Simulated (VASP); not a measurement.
# SnO (P4/nmm) in VASP: a series of runs, part 3 of 3

VASP 6.6.1.

### 6 Relaxation of cell and atoms, LDA

INCAR

```
PREC = Accurate ; ENCUT = 600
EDIFF = 1E-6 ; ISMEAR = 0
SIGMA = 0.01 ; LREAL = F
LASPH = T ; NELM = 60
ALGO = Normal ; ISIF = 3
LWAVE = F ; LCHARG = F
IBRION = 2 ; NSW = 100
EDIFFG = -0.005
```

KPOINTS

```
regular mesh
0
Gamma
  10 10 8
```

POSCAR

```
SnO
1.0
    3.7986000000      0.0000000000      0.0000000000
    0.0000000000      3.7986000000      0.0000000000
    0.0000000000      0.0000000000      4.8408000000
Sn O
2 2
Direct
    0.5000000000      0.0000000000      0.2369000000
    0.0000000000      0.5000000000      0.7631000000
    0.0000000000      0.0000000000      0.0000000000
    0.5000000000      0.5000000000      0.0000000000
```

Potentials or basis: VASP PAW LDA potentials, release 64 (Sn_d, O).

Launch:

```
cat potpaw_LDA.64/Sn_d/POTCAR potpaw_LDA.64/O/POTCAR > POTCAR
mpirun -np 1 vasp_std > vasp.out
```

OUTCAR:

```text
PREC = Accurate
   ENCUT = 600
   EDIFF = 1E-6
   ISMEAR = 0
   LREAL = F
   LASPH = T
   NELM = 60
   ISIF = 3
   IBRION = 2
   NSW = 100
   EDIFFG = -0.005

 ion  position               nearest neighbor table
   1  0.500  0.000  0.237-   3 2.22   4 2.22   4 2.22   3 2.22   2 3.53   2 3.53   2 3.53   2 3.53
                             2 3.70   2 3.70   2 3.70   2 3.70
   2  0.000  0.500  0.763-   3 2.22   4 2.22   3 2.22   4 2.22   1 3.53   1 3.53   1 3.53   1 3.53
                             1 3.70   1 3.70   1 3.70   1 3.70
   3  0.000  0.000  0.000-   1 2.22   2 2.22   2 2.22   1 2.22
   4  0.500  0.500  0.000-   1 2.22   2 2.22   1 2.22   2 2.22

  LATTYP: Found a simple tetragonal cell.
 ALAT       =     3.7986000000
 C/A-ratio  =     1.2743642395

  Lattice vectors:

 A1 = (   3.7986000000,   0.0000000000,   0.0000000000)
 A2 = (   0.0000000000,   3.7986000000,   0.0000000000)
 A3 = (   0.0000000000,   0.0000000000,   4.8408000000)

Analysis of symmetry for initial positions (statically):
=====================================================================
 Subroutine PRICEL returns:
 Original cell was already a primitive cell.

 Routine SETGRP: Setting up the symmetry group for a
 simple tetragonal supercell.

 Subroutine GETGRP returns: Found 16 space group operations
 (whereof  8 operations were pure point group operations)
 out of a pool of 16 trial point group operations.

The static configuration has the point symmetry D_2d.
 The point group associated with its full space group is D_4h.

Analysis of symmetry for dynamics (positions and initial velocities):
=====================================================================
 Subroutine PRICEL returns:
 Original cell was already a primitive cell.

 Routine SETGRP: Setting up the symmetry group for a
 simple tetragonal supercell.

 Subroutine GETGRP returns: Found 16 space group operations
 (whereof  8 operations were pure point group operations)
 out of a pool of 16 trial point group operations.

The dynamic configuration has the point symmetry D_2d.
 The point group associated with its full space group is D_4h.

 Subroutine INISYM returns: Found 16 space group operations
 (whereof  8 operations are pure point group operations),
 and found     1 'primitive' translations

----------------------------------------------------------------------------------------

                                     Primitive cell

  volume of cell :      69.8497

  direct lattice vectors                    reciprocal lattice vectors
     3.798600000  0.000000000  0.000000000     0.263254883  0.000000000  0.000000000
     0.000000000  3.798600000  0.000000000     0.000000000  0.263254883  0.000000000
     0.000000000  0.000000000  4.840800000     0.000000000  0.000000000  0.206577425

  length of vectors
     3.798600000  3.798600000  4.840800000     0.263254883  0.263254883  0.206577425

  position of ions in fractional coordinates (direct lattice)
     0.500000000  0.000000000  0.236900000
     0.000000000  0.500000000  0.763100000
     0.000000000  0.000000000  0.000000000
     0.500000000  0.500000000  0.000000000

  ion indices of the primitive-cell ions
   primitive index   ion index
                 1           1
[... 68 lines left out ...]
   ICHARG =      2    charge: 1-file 2-atom 10-const
   ISPIN  =      1    spin polarized calculation?
   LNONCOLLINEAR =      F non collinear calculations
   LSORBIT =      F    spin-orbit coupling
   LASPH  =      T    aspherical Exc in radial PAW
   ENCUT  =  600.0 eV  44.10 Ry    6.64 a.u.   7.59  7.59  9.67*2*pi/ulx,y,z
   NELM   =     60;   NELMIN=  2; NELMDL= -5     # of ELM steps
   EDIFF  = 0.1E-05   stopping-criterion for ELM
   LREAL  =      F    real-space projection
   EDIFFG = -.5E-02   stopping-criterion for IOM
   NSW    =    100    number of steps for IOM
   IBRION =      2    ionic relax: 0-MD 1-quasi-New 2-CG
   NFREE  =      1    steps in history (QN), initial steepest desc. (CG)
   ISIF   =      3    stress and relaxation
   ISYM   =      2    0-nonsym 1-usesym 2-fastsym
   POTIM  = 0.5000    time-step for ionic-motion
   TEBEG  =    0.0;   TEEND  =   0.0 temperature during run
   PSTRESS=    0.0 pullay stress
   NELECT =      40.0000    total number of electrons
   NUPDOWN=      -1.0000    fix difference up-down
   EMIN   =  10.00;   EMAX   =-10.00  energy-range for DOS
   EFERMI =   0.00;   METHOD = LEGACY
   ISMEAR =     0;   SIGMA  =   0.01  broadening in eV -4-tet -1-fermi 0-gaus
   EFERMI_NEDOS =   21; number of points for ismear=-14 and -15
   IALGO  =     38    algorithm
   IMIX   =      4    mixing-type and parameters
     AMIX     =   0.40;   BMIX     =  1.00
     AMIX_MAG =   1.60;   BMIX_MAG =  1.00
  volume/ion in A,a.u.               =      17.46       117.84
  Fermi-wavevector in a.u.,A,eV,Ry     =   1.359482  2.569048 25.146163  1.848191
  Thomas-Fermi vector in A             =   2.486226
   LORBIT       =      0    0 simple, 1 ext, 2 COOP (PROOUT), +10 PAW based schemes
   GGA     = CA    functional components
   LHFCALC =     F    Hartree Fock is set to
   AEXX    =    0.0000 exact exchange contribution
   IVDW    =     0    specifies the selected vdW correction
   LEPSILON=     F    determine dielectric tensor
   LRPA    =     F    only Hartree local field effects (RPA)
 conjugate gradient relaxation of ions
 non-spin polarized calculation
 Gauss-broadening in eV      SIGMA  =   0.01
  energy-cutoff  :      600.00
  volume of cell :       69.85
 maximum number of plane-waves:      2355
   NGX = 15   NGY = 15   NGZ = 19

--------------------------------------- Ionic step        1  -------------------------------------------

 number of electron      40.0000023 magnetization

 Free energy of the ion-electron system (eV)
  ---------------------------------------------------
  ext. energy  EPLUGINS =         0.00000000
  ---------------------------------------------------
  free energy    TOTEN  =       -25.71648586 eV

  energy without entropy =      -25.71648586  energy(sigma->0) =      -25.71648586

------------------------ aborting loop because EDIFF is reached ----------------------------------------

  FORCE on cell =-STRESS in cart. coord.  units (eV):
  Direction    XX          YY          ZZ          XY          YZ          ZX
  --------------------------------------------------------------------------------------
  -------------------------------------------------------------------------------------
  Total       -0.9237575     -0.9237575     -0.8160910      0.0000000      0.0000000      0.0000000
  in kB      -21.1886992    -21.1886992    -18.7190967      0.0000000      0.0000000      0.0000000
  external PRESSURE =     -20.3654983 kB  Pullay stress =       0.0000000 kB
[... 95 lines left out ...]
  FREE ENERGIE OF THE ION-ELECTRON SYSTEM (eV)
  ---------------------------------------------------
  free  energy   TOTEN  =       -25.7252336104 eV

  energy  without entropy=      -25.7252329103  energy(sigma->0) =      -25.72523326

[... ionic steps 4 to 16 ...]

--------------------------------------- Ionic step       17  -------------------------------------------

 number of electron      40.0000010 magnetization

------------------------ aborting loop because EDIFF is reached ----------------------------------------
[... 71 lines left out ...]
--------------------------------------- Ionic step       19  -------------------------------------------

 number of electron      40.0000010 magnetization

 Free energy of the ion-electron system (eV)
  ---------------------------------------------------
  ext. energy  EPLUGINS =         0.00000000
  ---------------------------------------------------
  free energy    TOTEN  =       -25.74229705 eV

  energy without entropy =      -25.74222005  energy(sigma->0) =      -25.74225855

 E-fermi :   7.6687     XC(G=0): -11.0196

 val. band max:        7.6668981299   @ k =   0.1000   0.0000   0.0000
 cond. band min:       7.6731495641   @ k =   0.5000   0.5000   0.1250
 fundamental gap:      0.0062514342
 Fermi energy:         7.6686526271

 k-point     1 :       0.0000    0.0000    0.0000
  band No.  band energies     occupation
      1     -14.3656      2.00000
      2     -13.9041      2.00000
      3     -13.9041      2.00000
      4     -13.8842      2.00000
      5     -13.8416      2.00000
      6     -13.8367      2.00000
[... 637 lines left out ...]
     23      11.9347      0.00000
     24      13.0693      0.00000

 [... further k-points ...]

------------------------ aborting loop because EDIFF is reached ----------------------------------------

  FORCE on cell =-STRESS in cart. coord.  units (eV):
  Direction    XX          YY          ZZ          XY          YZ          ZX
  --------------------------------------------------------------------------------------
  -------------------------------------------------------------------------------------
  Total        0.0122283      0.0122283      0.0124353      0.0000000      0.0000000      0.0000000
  in kB        0.2978840      0.2978840      0.3029282      0.0000000      0.0000000      0.0000000
  external PRESSURE =       0.2995654 kB  Pullay stress =       0.0000000 kB
[... 19 lines left out ...]
  FREE ENERGIE OF THE ION-ELECTRON SYSTEM (eV)
  ---------------------------------------------------
  free  energy   TOTEN  =       -25.7422970541 eV

  energy  without entropy=      -25.7422200480  energy(sigma->0) =      -25.74225855

 reached required accuracy - stopping structural energy minimisation
```

OSZICAR:

```text
N       E                     dE             d eps       ncg     rms          rms(c)
DAV:   1     0.420202800337E+03    0.42020E+03   -0.22492E+04  5072   0.278E+03
DAV:   2     0.304268977583E+02   -0.38978E+03   -0.38337E+03  5512   0.620E+02
DAV:   3    -0.268885893258E+02   -0.57315E+02   -0.56444E+02  6008   0.201E+02
[... 142 lines left out ...]
DAV:   2    -0.257422968428E+02   -0.43546E-06   -0.61988E-06  4912   0.223E-02
  18 F= -.25742297E+02 E0= -.25742258E+02  d E =-.847335E-05
       N       E                     dE             d eps       ncg     rms          rms(c)
DAV:   1    -0.257422968599E+02   -0.45255E-06   -0.64428E-05  5656   0.601E-02    0.252E-03
DAV:   2    -0.257422970541E+02   -0.19419E-06   -0.24001E-06  3496   0.141E-02
  19 F= -.25742297E+02 E0= -.25742259E+02  d E =-.868463E-05
```

CONTCAR:

```text
SnO
   1.00000000000000
     3.7678509510768987    0.0000000000000000    0.0000000000000000
     0.0000000000000000    3.7678509510768987    0.0000000000000000
     0.0000000000000000    0.0000000000000000    4.6327746284998730
  Sn              O
     2     2
Direct
     0.5000000000000000    0.0000000000000000    0.2478963257685677
     1.0000000000000000    0.5000000000000000    0.7521036742314322
     0.0000000000000000    1.0000000000000000    0.0000000000000000
     0.5000000000000000    0.5000000000000000    0.0000000000000000

  0.00000000E+00  0.00000000E+00  0.00000000E+00
  0.00000000E+00  0.00000000E+00  0.00000000E+00
  0.00000000E+00  0.00000000E+00  0.00000000E+00
  0.00000000E+00  0.00000000E+00  0.00000000E+00
```

Run time: 15 min. Hardware: 1 thread of AMD EPYC 9R45 (Zen 5), shared host; peak memory 0.27 GiB.

Results:

- Free energy: -25.7423 eV
- Relaxed volume: 16.44 Å³/atom
- Relaxed cell: a = 3.768 Å, b = 3.768 Å, c = 4.633 Å, α = 90.00°, β = 90.00°, γ = 90.00°
- Space group after relaxing (to 0.1 Å): P4/nmm (No. 129)
- Energy gained by relaxing: 6.5 meV/atom
- Ionic steps: 19
- Pressure after relaxing: 0.0 GPa
- Band gap on the k mesh: zero (bands 20 and 21 overlap by 0.27 eV)

Step by step:
```tsv
step	energy change (eV)	largest force (eV/Å)	pressure (GPa)	volume (Å³)
1	0.0000	0.0059	-2.04	69.85
2	-0.0052	0.4773	1.28	67.63
3	-0.0087	0.2742	-0.05	68.49
4	-0.0146	0.1682	-0.12	67.94
5	-0.0182	0.0733	-0.17	66.78
6	-0.0222	0.0314	0.27	66.04
7	-0.0235	0.0013	0.63	65.48
8	-0.0250	0.1132	-0.58	65.94
9	-0.0254	0.0784	-0.23	65.80
10	-0.0257	0.0198	0.18	65.68
11	-0.0258	0.0026	0.05	65.72
12	-0.0258	0.0098	-0.01	65.76
13	-0.0258	0.0106	-0.05	65.78
14	-0.0258	0.0141	0.01	65.77
15	-0.0258	0.0103	0.00	65.77
16	-0.0258	0.0115	-0.01	65.78
17	-0.0258	0.0005	0.07	65.77
18	-0.0258	0.0069	0.05	65.77
19	-0.0258	0.0004	0.03	65.77
```

Final structure:
```yaml
crystal:
  lattice:
    - [3.76785, 0.00000, 0.00000]
    - [0.00000, 3.76785, 0.00000]
    - [0.00000, 0.00000, 4.63277]
  atoms:
    - { symbol: Sn, position: [0.50000, 0.00000, 0.24790] }
    - { symbol: Sn, position: [0.00000, 0.50000, 0.75210] }
    - { symbol: O, position: [0.00000, 0.00000, 0.00000] }
    - { symbol: O, position: [0.50000, 0.50000, 0.00000] }
```

Levels at points of the mesh, in eV from the Fermi level:
```
           k point  band 16  band 17  band 18  band 19  band 20  band 21  band 22  band 23  band 24
(0.00, 0.00, 0.00)    -6.59    -3.65    -3.33    -3.33    -0.02     2.30     4.45     4.45     4.72
(0.50, 0.00, 0.00)    -5.24    -5.09    -5.09    -2.96    -2.96     3.37     3.37     5.81     5.81
(0.50, 0.50, 0.00)    -5.37    -2.64    -2.64    -1.97    -1.97    -0.27    -0.27     4.43     4.43
(0.00, 0.00, 0.50)    -3.75    -3.35    -3.35    -2.76    -2.31     1.54     2.57     2.57     3.52
(0.50, 0.00, 0.50)    -5.80    -5.03    -5.03    -1.83    -1.83     2.77     2.77     5.20     5.20
(0.50, 0.50, 0.50)    -5.99    -2.99    -2.99    -2.64    -2.64     2.21     2.21     4.38     4.38
```

Caveat: semilocal functionals underestimate gaps, so a narrow gap can read as zero; spin-orbit coupling is left out, which moves the levels of the heavy elements.

### 7 The runs side by side

```csv
task,cell,k mesh,cutoff (eV),smearing,gap on the mesh (eV),pressure (GPa),largest force (eV/Å)
single point,"a = 3.799, b = 3.799, c = 4.841 Å, 4 atoms, atomic positions A",6 × 6 × 4,520,gaussian 0.1 eV,0.13,-2.0,0.01
single point,"a = 3.768, b = 3.768, c = 4.661 Å, 4 atoms, atomic positions B",10 × 10 × 8,520,gaussian 0.01 eV,none,0.3,0.11
single point,"a = 3.763, b = 3.763, c = 4.645 Å, 4 atoms, atomic positions B",12 × 12 × 10,520,fermi-dirac 0.15 eV,none,0.3,0.12
single point,"a = 3.768, b = 3.768, c = 4.661 Å, 4 atoms, atomic positions B",12 × 12 × 10,520,gaussian 0.1 eV,none,0.3,0.12
relaxation of cell and atoms,"relaxed from a = 3.799, b = 3.799, c = 4.841 Å, 4 atoms, atomic positions A",10 × 10 × 8,600,gaussian 0.01 eV,none,0.0,-
```

Alike in all rows: level LDA; potentials or basis VASP PAW LDA potentials, release 64 (Sn_d, O); no spin polarisation.

Caveats: spin-orbit coupling is left out, which moves the levels of the heavy elements; semilocal functionals underestimate gaps, so a narrow gap can read as zero (at least some runs).

Total energies depend on the potentials used, so only differences within one code and one set of settings carry meaning.
